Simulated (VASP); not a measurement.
Write the native input for VASP 6.6.1 that does the following.

- Task: single point
- Functional: LDA
- Potentials or basis: VASP PAW LDA potentials, release 64 (Sn_d)
- Cutoff: 400 eV
- k mesh: 2 × 2 × 2
- Occupations: fermi-dirac, width 0.1 eV
- Spin: no spin polarisation
- Dipole correction: no
- Further INCAR settings: ALGO = Normal; EDIFF = 1e-06; NBANDS = 118

The structure of Sn (a cell with a defect) lies in POSCAR:

```
Sn
1.0
    0.0000000000      6.4742849800      6.4742849800
    6.4742849800      0.0000000000      6.4742849800
    6.4742849800      6.4742849800      0.0000000000
Sn
15
Direct
    0.0060676198      0.0048562119     -0.0126643329
    0.1202412316      0.1190193206      0.1503260982
    0.0449302125      0.0436031162      0.5432136538
    0.0043647291      0.4961062897     -0.0043463487
    0.1225434936      0.6252905939      0.1247994956
    0.0060470770      0.4878536409      0.5043592474
    0.1202497268      0.6507410491      0.6185575724
    0.4973339156      0.0031709293     -0.0043630301
    0.6265020018      0.1213237450      0.1248271435
    0.4889458079      0.0048673329      0.5043970894
    0.6520060536      0.1190095898      0.6185466059
    0.4996610452      0.4984400609     -0.0020328114
    0.6261561721      0.6249666971      0.1244748266
    0.4973477395      0.4960947827      0.5026814560
    0.6264869422      0.6252971583      0.6208504897
```

One way to write it, as run:

INCAR

```
SYSTEM = Sn
PREC = Accurate ; ENCUT = 400
EDIFF = 1E-6 ; ISMEAR = -1
SIGMA = 0.1 ; LREAL = .FALSE.
LASPH = .TRUE. ; NELM = 120
ALGO = Normal ; ISIF = 2
LWAVE = .FALSE. ; LCHARG = .FALSE.
GGA = CA ; NBANDS = 118
GGA_COMPAT = .FALSE.
```

KPOINTS

```
Automatic mesh
0
G
  2 2 2
  0 0 0
```

Potentials or basis: VASP PAW LDA potentials, release 64 (Sn_d).

Run with:

```bash
$ cat potpaw_LDA.64/Sn_d/POTCAR > POTCAR
$ mpirun -np 1 vasp_std > vasp.out
```

Results of the run:

```json
{"Pressure": "-2.0 GPa", "Largest force": "0.460 eV/Å"}
```

Caveat: the k points lie up to 0.42 Å⁻¹ apart.

Wall time 6.5 min on 1 thread of Oxide Virtual Turin-like Processor, with other jobs on the host, peak memory 0.44 GiB.
